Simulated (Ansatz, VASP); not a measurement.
One calculation of LiCl, two programs

```
Li Cl
1.0
     0.00000    2.57192    2.57192
     2.57192    0.00000    2.57192
     2.57192    2.57192    0.00000
Li Cl
1 1
Direct
  0.00000 0.00000 0.00000
  0.50000 0.50000 0.50000
```

Alike in both runs: task single point; functional PBE; k mesh 8 × 8 × 8; occupations gaussian, width 0.02 eV; no spin polarisation.

```csv
,VASP,Ansatz
version,VASP 6.6.1,Ansatz 0.2.0
potentials or method,"VASP PAW PBE potentials, release 64 (Li_sv, Cl), cutoff 750 eV","scalar-relativistic, plane waves, PAW"
valence electrons in the cell,10,10
```

|  | VASP | Ansatz | Ansatz less VASP |
| --- | --- | --- | --- |
| gap on the k mesh at the Fermi level (eV) | 6.29 | 6.28 | -0.006 |
| least direct gap on the mesh (eV) | 6.29 | 6.28 | -0.006 |
| pressure (GPa) | 0.0 | 0.1 | +0.08 |

The functional is the same, so the differences come from potentials, cutoffs and numerics.
